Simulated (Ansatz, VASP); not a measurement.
# Yb in VASP and in Ansatz

INCAR

```
ALGO = Normal ; EDIFF = 1E-6
ENCUT = 520 ; GGA = PE
ISIF = 2 ; ISMEAR = -1
LASPH = True ; LCHARG = False
LREAL = False ; LWAVE = False
NBANDS = 18 ; NELM = 80
PREC = Accurate ; SIGMA = 0.05
```

The input KPOINTS:

```
k-points
0
Gamma
  12 12 12
```

File POSCAR:

```
Yb
1.0
    0.0000000000      2.7246893782      2.7246893782
    2.7246893782      0.0000000000      2.7246893782
    2.7246893782      2.7246893782      0.0000000000
Yb
1
Direct
    0.0000000000      0.0000000000      0.0000000000
```

Input for Ansatz:

```yaml
crystal:
  lattice:
    - [0.0, 2.7246893782, 2.7246893782]
    - [2.7246893782, 0.0, 2.7246893782]
    - [2.7246893782, 2.7246893782, 0.0]
  atoms:
    - { symbol: Yb, position: [0.0, 0.0, 0.0] }
kpoints:
  mp_grid: { grid: [12, 12, 12] }
scf:
  occupations: { method: fermi_dirac, width: 0.05 }
hamiltonian:
  xc: pbe
  pseudopotentials: { kind: all_electron, lapw: { basis_error: 0.00025 } }
output:
  forces: true
  stress: true
  eigenvalues: true
```

Change from the starting cell: volume scaled by 0.98.

Alike in both runs: task single point; functional PBE; k mesh 12 × 12 × 12; occupations fermi-dirac, width 0.05 eV; no spin polarisation.

```csv
,VASP,Ansatz
version,VASP 6.6.1,Ansatz 0.2.0
potentials or method,"VASP PAW PBE potentials, release 64 (Yb), cutoff 520 eV","all-electron LAPW, scalar-relativistic"
```

|  | VASP | Ansatz | Ansatz less VASP |
| --- | --- | --- | --- |
| pressure (GPa) | -2.1 | -1.9 | +0.22 |

Ansatz ran all-electron here, and VASP with PAW potentials.

Neither program's run includes spin-orbit coupling.
